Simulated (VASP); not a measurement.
Write the native input for VASP 6.6.1 that does the following.

```yaml
Task: single point
Functional: PBE
Potentials_or_basis: VASP PAW PBE potentials, release 64 (Mg, Ag, C, N)
Cutoff: 520 eV
k_mesh: 4 × 4 × 4
Occupations: gaussian, width 0.1 eV
Spin: collinear spin, ferromagnetic start
Starting_moments: "[0.0, 1.0, 0.0, 0.0, 0.0, 0.0, 0.0, 0.0, 0.0, 0.0, 0.0, 0.0, 0.0, 0.0] μB"
Dipole_correction: no
Further_INCAR_settings: ALGO = Normal; EDIFF = 1e-06; NBANDS = 50
```

The structure of MgAgC6N6 lies in POSCAR:

```
MgAgC6N6
1.0
    0.0000000000      5.2700000000      5.2700000000
    5.2700000000      0.0000000000      5.2700000000
    5.2700000000      5.2700000000      0.0000000000
Mg Ag C N
1 1 6 6
Direct
    0.0000000000      0.0000000000      0.0000000000
    0.5000000000      0.5000000000      0.5000000000
    0.8121442100      0.1878557900      0.1878557900
    0.1878557900      0.8121442100      0.1878557900
    0.1878557900      0.1878557900      0.8121442100
    0.1878557900      0.8121442100      0.8121442100
    0.8121442100      0.1878557900      0.8121442100
    0.8121442100      0.8121442100      0.1878557900
    0.7011385200      0.2988614800      0.2988614800
    0.2988614800      0.7011385200      0.2988614800
    0.2988614800      0.2988614800      0.7011385200
    0.2988614800      0.7011385200      0.7011385200
    0.7011385200      0.2988614800      0.7011385200
    0.7011385200      0.7011385200      0.2988614800
```

One way to write it, as run:

INCAR

```
  PREC = Accurate
  ENCUT = 520
  EDIFF = 1E-6
  ISMEAR = 0
  SIGMA = 0.1
  LREAL = False
  LASPH = True
  NELM = 150
  ALGO = Normal
  ISIF = 2
  LWAVE = False
  LCHARG = False
  ISPIN = 2
  MAGMOM = 0 1 0 0 0 0 0 0 0 0 0 0 0 0
  LORBIT = 11
  LMAXMIX = 4
  GGA = PE
  NBANDS = 50
```

KPOINTS

```
Automatic mesh
0
Gamma
  4 4 4
```

Potentials or basis: VASP PAW PBE potentials, release 64 (Mg, Ag, C, N).

Launch:

```console
$ cat potpaw_PBE.64/Mg/POTCAR potpaw_PBE.64/Ag/POTCAR potpaw_PBE.64/C/POTCAR potpaw_PBE.64/N/POTCAR > POTCAR
$ mpirun -np 1 vasp_std > vasp.out
```

It gave:

```
Pressure                                              : 6.5 GPa
Largest force                                         : 2.498 eV/Å
Band gap on the k mesh                                : zero (filled and empty bands overlap)
Net moment                                            : 0.99 μB per cell
Site moments                                          : Mg +0.01; Ag +0.42; C +0.01; N +0.08 μB
Valence electrons inside the program's atomic spheres : Mg 0.67; Ag 9.73; C 2.58; N 3.87
```

Caveat: forces of over 1 eV/Å act on the atoms, so gaps and moduli don't describe the material at rest.

Run time: 5.4 min on 1 thread of Intel(R) Xeon(R) Platinum 8259CL CPU @ 2.50GHz (Skylake/Cascade Lake), with other jobs on the host, peak memory 0.66 GiB.
